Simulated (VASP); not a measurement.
# BN (P6_3mc) in VASP: notebook

BN is run at these levels: PBEsol; tasks: single point.

All numbers are computed with VASP 6.6.1; they aren't measurements. Logs are shortened: lines on timing, memory, paths and dates and some standing lists are left out, and cuts for length are marked.

**1. The cell of the first run**

Symmetry: P6_3mc, No. 186, hexagonal system. Conventional cell: a = 2.502 Å, b = 2.502 Å, c = 4.114 Å, α = 90.00°, β = 90.00°, γ = 120.00°. Within 2.0 Å of B (site symmetry 3m) lie 4 N at 1.53 to 1.54 Å. Within 2.0 Å of N (site symmetry 3m) lie 4 B at 1.53 to 1.54 Å.

**2. Single point, PBEsol (strained cell)**

Contents of INCAR:

```
PREC = Accurate
ENCUT = 520
EDIFF = 1E-6
ISMEAR = 0
SIGMA = 0.02
LREAL = F
LASPH = T
NELM = 60
ALGO = Normal
ISIF = 2
LWAVE = F
LCHARG = F
GGA = PS
NBANDS = 16
```

Contents of KPOINTS:

```
Automatic mesh
0
Gamma
  9 9 6
```

Contents of POSCAR:

```
BN
1.0
    2.5024521521      0.0000000000      0.0000000000
   -1.2512260760      2.1671871355      0.0000000000
    0.0000000000      0.0000000000      4.1143985815
B N
2 2
Direct
    0.3333333333      0.6666666667     -0.0001864930
    0.6666666667      0.3333333333      0.4998135070
    0.3333333333      0.6666666667      0.3741864930
    0.6666666667      0.3333333333      0.8741864930
```

Potentials or basis: VASP PAW PBE potentials, release 64 (B, N).

Command:

```sh
> cat potpaw_PBE.64/B/POTCAR potpaw_PBE.64/N/POTCAR > POTCAR
> mpirun -np 1 vasp_std > vasp.out
```

OUTCAR:

```text
PREC = Accurate
   ENCUT = 520
   EDIFF = 1E-6
   ISMEAR = 0
   LREAL = F
   LASPH = T
   NELM = 60
   ISIF = 2
   GGA = PS

 ion  position               nearest neighbor table
   1  0.333  0.667  1.000-   4 1.53   4 1.53   4 1.53   3 1.54
   2  0.667  0.333  0.500-   3 1.53   3 1.53   3 1.53   4 1.54
   3  0.333  0.667  0.374-   2 1.53   2 1.53   2 1.53   1 1.54
   4  0.667  0.333  0.874-   1 1.53   1 1.53   1 1.53   2 1.54

  LATTYP: Found a hexagonal cell.
 ALAT       =     2.5024521521
 C/A-ratio  =     1.6441467534

  Lattice vectors:

 A1 = (   2.5024521521,   0.0000000000,   0.0000000000)
 A2 = (  -1.2512260760,   2.1671871355,   0.0000000000)
 A3 = (   0.0000000000,   0.0000000000,   4.1143985815)

Analysis of symmetry for initial positions (statically):
=====================================================================
 Subroutine PRICEL returns:
 Original cell was already a primitive cell.

 Routine SETGRP: Setting up the symmetry group for a
 hexagonal supercell.

 Subroutine GETGRP returns: Found 12 space group operations
 (whereof  6 operations were pure point group operations)
 out of a pool of 24 trial point group operations.

The static configuration has the point symmetry C_3v.
 The point group associated with its full space group is C_6v.

Analysis of symmetry for dynamics (positions and initial velocities):
=====================================================================
 Subroutine PRICEL returns:
 Original cell was already a primitive cell.

 Routine SETGRP: Setting up the symmetry group for a
 hexagonal supercell.

 Subroutine GETGRP returns: Found 12 space group operations
 (whereof  6 operations were pure point group operations)
 out of a pool of 24 trial point group operations.

The dynamic configuration has the point symmetry C_3v.
 The point group associated with its full space group is C_6v.

 Subroutine INISYM returns: Found 12 space group operations
 (whereof  6 operations are pure point group operations),
 and found     1 'primitive' translations

----------------------------------------------------------------------------------------

                                     Primitive cell

  volume of cell :      22.3135

  direct lattice vectors                    reciprocal lattice vectors
[... 91 lines left out ...]
   EDIFF  = 0.1E-05   stopping-criterion for ELM
   LREAL  =      F    real-space projection
   EDIFFG = 0.1E-04   stopping-criterion for IOM
   NSW    =      0    number of steps for IOM
   IBRION =     -1    ionic relax: 0-MD 1-quasi-New 2-CG
   NFREE  =      0    steps in history (QN), initial steepest desc. (CG)
   ISIF   =      2    stress and relaxation
   ISYM   =      2    0-nonsym 1-usesym 2-fastsym
   POTIM  = 0.5000    time-step for ionic-motion
   TEBEG  =    0.0;   TEEND  =   0.0 temperature during run
   PSTRESS=    0.0 pullay stress
   NELECT =      16.0000    total number of electrons
   NUPDOWN=      -1.0000    fix difference up-down
   EMIN   =  10.00;   EMAX   =-10.00  energy-range for DOS
   EFERMI =   0.00;   METHOD = LEGACY
   ISMEAR =     0;   SIGMA  =   0.02  broadening in eV -4-tet -1-fermi 0-gaus
   EFERMI_NEDOS =   21; number of points for ismear=-14 and -15
   IALGO  =     38    algorithm
   IMIX   =      4    mixing-type and parameters
     AMIX     =   0.40;   BMIX     =  1.00
     AMIX_MAG =   1.60;   BMIX_MAG =  1.00
  volume/ion in A,a.u.               =       5.58        37.64
  Fermi-wavevector in a.u.,A,eV,Ry     =   1.465296  2.769008 29.212957  2.147092
  Thomas-Fermi vector in A             =   2.581170
   LORBIT       =      0    0 simple, 1 ext, 2 COOP (PROOUT), +10 PAW based schemes
   GGA     = PS    functional components
   LHFCALC =     F    Hartree Fock is set to
   AEXX    =    0.0000 exact exchange contribution
   IVDW    =     0    specifies the selected vdW correction
   LEPSILON=     F    determine dielectric tensor
   LRPA    =     F    only Hartree local field effects (RPA)
 non-spin polarized calculation
 Gauss-broadening in eV      SIGMA  =   0.02
  energy-cutoff  :      520.00
  volume of cell :       22.31
 maximum number of plane-waves:       616
 NGX is ok and might be reduce to    20
   NGX =  9   NGY =  9   NGZ = 15

 number of electron      15.9999999 magnetization

 Free energy of the ion-electron system (eV)
  ---------------------------------------------------
  ext. energy  EPLUGINS =         0.00000000
  ---------------------------------------------------
  free energy    TOTEN  =       -36.53756265 eV

  energy without entropy =      -36.53756265  energy(sigma->0) =      -36.53756265

 E-fermi :   8.3965     XC(G=0): -13.2876

 val. band max:        8.2539701584   @ k =   0.0000   0.0000   0.0000
 cond. band min:      13.1238627439   @ k =   0.3333   0.3333   0.0000
 fundamental gap:      4.8698925855
 Fermi energy:         8.3964688352

 k-point     1 :       0.0000    0.0000    0.0000
  band No.  band energies     occupation
      1     -12.8557      2.00000
      2      -8.3219      2.00000
      3      -3.3022      2.00000
      4       5.9411      2.00000
      5       5.9411      2.00000
      6       7.9688      2.00000
[... 433 lines left out ...]
      3      -1.4860      2.00000
      4       0.0952      2.00000
      5       0.0952      2.00000
      6       2.0194      2.00000
[... 8 lines left out ...]
     15      25.1853      0.00000
     16      25.1853      0.00000

 [... further k-points ...]

------------------------ aborting loop because EDIFF is reached ----------------------------------------

  FORCE on cell =-STRESS in cart. coord.  units (eV):
  Direction    XX          YY          ZZ          XY          YZ          ZX
  --------------------------------------------------------------------------------------
  -------------------------------------------------------------------------------------
  Total        2.8562217      2.8562217      3.8624565      0.0000000      0.0000000      0.0000000
  in kB      205.0850165    205.0850165    277.3356031      0.0000000      0.0000000      0.0000000
  external PRESSURE =     229.1685454 kB  Pullay stress =       0.0000000 kB

 VOLUME and BASIS-vectors are now :
 -----------------------------------------------------------------------------
  energy-cutoff  :      520.00
  volume of cell :       22.31
      direct lattice vectors                 reciprocal lattice vectors
     2.502452152  0.000000000  0.000000000     0.399608040  0.230713810  0.000000000
    -1.251226076  2.167187135  0.000000000     0.000000000  0.461427619  0.000000000
     0.000000000  0.000000000  4.114398581     0.000000000  0.000000000  0.243048888

 POSITION                                       TOTAL-FORCE (eV/Angst)
 -----------------------------------------------------------------------------------
     -0.00000      1.44479      4.11363         0.000000      0.000000      0.001667
      1.25123      0.72240      2.05643         0.000000      0.000000      0.001667
     -0.00000      1.44479      1.53955         0.000000     -0.000000     -0.001667
      1.25123      0.72240      3.59675        -0.000000     -0.000000     -0.001667
 -----------------------------------------------------------------------------------
    total drift:                                0.000000      0.000000     -0.000328

  FREE ENERGIE OF THE ION-ELECTRON SYSTEM (eV)
  ---------------------------------------------------
  free  energy   TOTEN  =       -36.5375626479 eV

  energy  without entropy=      -36.5375626479  energy(sigma->0) =      -36.53756265
```

stdout:

```text
POSCAR found type information on POSCAR B N
 POSCAR found :  2 types and       4 ions
 scaLAPACK will be used
 -----------------------------------------------------------------------------
|                                                                             |
|                                                                             |
|     You enforced a specific xc type in the INCAR file but a different       |
|     I HOPE YOU KNOW WHAT YOU ARE DOING!                                     |
|                                                                             |
 -----------------------------------------------------------------------------

 LDA part: xc-table for (Slater+PW92), standard interpolation
 POSCAR, INCAR and KPOINTS ok, starting setup
 FFT: planning ... GRIDC
 FFT: planning ... GRID_SOFT
 FFT: planning ... GRID
 WAVECAR not read
 entering main loop
```

Wall time 26 s (1 thread of Intel Xeon 8259CL, shared host); peak memory 0.14 GiB.

Results:

- Free energy: -36.5376 eV
- Pressure: 22.9 GPa
- Band gap on the k mesh: 4.87 eV (least direct gap 8.43 eV)

Levels at points of the mesh, in eV from the valence-band top:
```tsv
k point	band 4	band 5	band 6	band 7	band 8	band 9	band 10	band 11	band 12	band 13
(0.00, 0.00, 0.00)	-2.31	-2.31	-0.29	0.00	0.00	8.48	8.48	9.06	10.06	11.52
(0.00, 0.00, 0.50)	-5.95	-1.29	-1.29	-1.29	-1.29	9.87	9.87	10.13	10.13	10.13
```

Caveat: the cell differs from its parent crystal (strained cell); the cell stands under pressure; the PAW data sets were made with another functional, which shifts forces and pressure a little; an odd mesh through Γ misses points on the zone boundary, where band edges can lie.

**3. Single point, PBEsol (strained cell)**

Contents of INCAR:

```
SYSTEM = BN
PREC = Accurate ; ENCUT = 520
EDIFF = 1E-7 ; ISMEAR = 0
SIGMA = 0.02 ; LREAL = .False.
LASPH = .True. ; NELM = 60
ALGO = Normal ; ISIF = 2
LWAVE = .False. ; LCHARG = .False.
GGA = PS ; NBANDS = 16
```

Contents of KPOINTS:

```
Automatic mesh
0
Gamma
  9 9 6
  0 0 0
```

Contents of POSCAR:

```
BN
1.0
    2.5024521521      0.0000000000      0.0000000000
   -1.2512260760      2.1671871355      0.0000000000
    0.0000000000      0.0000000000      4.2404782112
B N
2 2
Direct
    0.3333333333      0.6666666667      0.0000524515
    0.6666666667      0.3333333333      0.5000524515
    0.3333333333      0.6666666667      0.3739475485
    0.6666666667      0.3333333333      0.8739475485
```

Potentials or basis: VASP PAW PBE potentials, release 64 (B, N).

Command:

```sh
> cat potpaw_PBE.64/B/POTCAR potpaw_PBE.64/N/POTCAR > POTCAR
> mpirun -np 1 vasp_std > vasp.out
```

Run time: 20 s. Hardware: 1 thread of Intel Xeon 8259CL, shared host; peak memory 0.14 GiB.

Results (log left out):

| Item | Value |
| --- | --- |
| Free energy | -36.5808 eV |
| Pressure | 9.6 GPa |
| Largest force | 0.012 eV/Å |
| Band gap on the k mesh | 4.78 eV (least direct gap 7.90 eV) |

Forces on the atoms (eV/Å):
```
B    0.000  0.000  0.012
B    0.000  0.000  0.012
N    0.000  0.000 -0.012
N    0.000  0.000 -0.012
```

Stress tensor (GPa, compression positive):
```
17.81  0.00  0.00
 0.00 17.81  0.00
 0.00  0.00 -6.89
```

Levels at points of the mesh, in eV from the valence-band top:
| k point | band 5 | band 6 | band 7 | band 8 | band 9 | band 10 | band 11 | band 12 |
| --- | --- | --- | --- | --- | --- | --- | --- | --- |
| (0.00, 0.00, 0.00) | -2.02 | -0.44 | 0.00 | 0.00 | 7.90 | 8.62 | 8.62 | 10.28 |
| (0.00, 0.00, 0.50) | -1.12 | -1.12 | -1.12 | -1.12 | 9.96 | 9.96 | 10.14 | 10.14 |

Caveat: the cell differs from its parent crystal (strained cell); the cell stands under pressure; the PAW data sets were made with another functional, which shifts forces and pressure a little; an odd mesh through Γ misses points on the zone boundary, where band edges can lie.

**4. Single point, PBEsol (strained cell)**

Contents of INCAR:

```
SYSTEM = BN
  PREC = Accurate
  ENCUT = 520
  EDIFF = 1E-7
  ISMEAR = 0
  SIGMA = 0.02
  LREAL = .False.
  LASPH = .True.
  NELM = 60
  ALGO = Normal
  ISIF = 2
  LWAVE = .False.
  LCHARG = .True.
  GGA = PS
  LELF = .True.
  LVHAR = .True.
  NBANDS = 16
```

KPOINTS is that of step 3.

Contents of POSCAR:

```
BN
1.0
    2.5024521521      0.0000000000      0.0000000000
   -1.2512260760      2.1671871355      0.0000000000
    0.0000000000      0.0000000000      4.2124704492
B N
2 2
Direct
    0.3333333333      0.6666666667      0.0000745354
    0.6666666667      0.3333333333      0.5000745354
    0.3333333333      0.6666666667      0.3739254646
    0.6666666667      0.3333333333      0.8739254646
```

Command:

```sh
> cat potpaw_PBE.64/B/POTCAR potpaw_PBE.64/N/POTCAR > POTCAR
> mpirun -np 1 vasp_std > vasp.out
```

It took 32 s on 1 thread of Intel Xeon 8259CL, shared host; peak memory 0.14 GiB.

The run converged. Its results:

| Property | Result |
| --- | --- |
| Free energy | -36.5837 eV |
| Pressure | 12.3 GPa |
| Largest force | 0.010 eV/Å |
| Band gap on the k mesh | 4.79 eV (least direct gap 8.16 eV) |

Forces on the atoms (eV/Å):
```
B    0.000  0.000  0.010
B    0.000  0.000  0.010
N    0.000  0.000 -0.010
N    0.000  0.000 -0.010
```

Stress tensor (GPa, compression positive):
```
18.35  0.00  0.00
 0.00 18.35  0.00
 0.00  0.00  0.19
```

Levels at points of the mesh, in eV from the valence-band top:
```csv
k point,band 4,band 5,band 6,band 7,band 8,band 9,band 10,band 11,band 12,band 13
"(0.00, 0.00, 0.00)",-2.09,-2.09,-0.41,0.00,0.00,8.16,8.59,8.59,10.23,11.38
"(0.00, 0.00, 0.50)",-6.11,-1.15,-1.15,-1.15,-1.15,9.94,9.94,10.14,10.14,10.14
```

Caveat: the cell differs from its parent crystal (strained cell); the cell stands under pressure; the PAW data sets were made with another functional, which shifts forces and pressure a little; an odd mesh through Γ misses points on the zone boundary, where band edges can lie.

**5. Single point, PBEsol (strained cell)**

Contents of INCAR:

```
SYSTEM = BN
  ALGO = Normal
  EDIFF = 1E-6
  ENCUT = 520
  GGA = PS
  ISIF = 2
  ISMEAR = 0
  LASPH = .True.
  LCHARG = .False.
  LREAL = .False.
  LWAVE = .False.
  NBANDS = 16
  NELM = 100
  PREC = Accurate
  SIGMA = 0.02
```

Contents of KPOINTS:

```
k-points
0
Gamma
  9 9 6
  0 0 0
```

Changes to POSCAR since step 4:

```diff
@@ -4,3 +4,3 @@
    -1.2512260760      2.1671871355      0.0000000000
-    0.0000000000      0.0000000000      4.2124704492
+    0.0000000000      0.0000000000      4.2102962903
 B N
```

Command:

```sh
> cat potpaw_PBE.64/B/POTCAR potpaw_PBE.64/N/POTCAR > POTCAR
> mpirun -np 1 vasp_std > vasp.out
```

It took 26 s on 1 thread of Intel Xeon 8259CL, shared host; peak memory 0.13 GiB.

The run converged. Its results:

```yaml
Free_energy: -36.5837 eV
Pressure: 12.5 GPa
Largest_force: 0.010 eV/Å
Band_gap_on_the_k_mesh: 4.79 eV (least direct gap 8.18 eV)
```

Forces on the atoms (eV/Å):
```
B    0.000  0.000  0.010
B    0.000  0.000  0.010
N    0.000  0.000 -0.010
N    0.000  0.000 -0.010
```

Stress tensor (GPa, compression positive):
```
18.38  0.00  0.00
 0.00 18.38  0.00
 0.00  0.00  0.74
```

Levels at points of the mesh, in eV from the valence-band top:
| k point | band 4 | band 5 | band 6 | band 7 | band 8 | band 9 | band 10 | band 11 | band 12 | band 13 |
| --- | --- | --- | --- | --- | --- | --- | --- | --- | --- | --- |
| (0.00, 0.00, 0.00) | -2.09 | -2.09 | -0.41 | 0.00 | 0.00 | 8.18 | 8.58 | 8.58 | 10.23 | 11.39 |
| (0.00, 0.00, 0.50) | -6.10 | -1.16 | -1.16 | -1.16 | -1.16 | 9.94 | 9.94 | 10.14 | 10.14 | 10.14 |

Caveat: the cell differs from its parent crystal (strained cell); the cell stands under pressure; the PAW data sets were made with another functional, which shifts forces and pressure a little; an odd mesh through Γ misses points on the zone boundary, where band edges can lie.

**6. The runs side by side**

| cell | gap on the mesh (eV) | pressure (GPa) | largest force (eV/Å) |
| --- | --- | --- | --- |
| a = 2.502, b = 2.502, c = 4.114 Å, angles 90.0, 90.0, 120.0°, 4 atoms | 4.87 | 22.9 | - |
| a = 2.502, b = 2.502, c = 4.240 Å, angles 90.0, 90.0, 120.0°, 4 atoms | 4.78 | 9.6 | 0.01 |
| a = 2.502, b = 2.502, c = 4.212 Å, angles 90.0, 90.0, 120.0°, 4 atoms | 4.79 | 12.3 | 0.01 |
| a = 2.502, b = 2.502, c = 4.210 Å, angles 90.0, 90.0, 120.0°, 4 atoms | 4.79 | 12.5 | 0.01 |

Alike in all rows: task single point; level PBEsol; potentials or basis VASP PAW PBE potentials, release 64 (B, N); no spin polarisation; k mesh 9 × 9 × 6; cutoff (eV) 520; smearing gaussian 0.02 eV.

Caveats: the cell stands under pressure; the PAW data sets were made with another functional, which shifts forces and pressure a little; an odd mesh through Γ misses points on the zone boundary, where band edges can lie.

Total energies depend on the potentials used, so only differences within one code and one set of settings carry meaning.
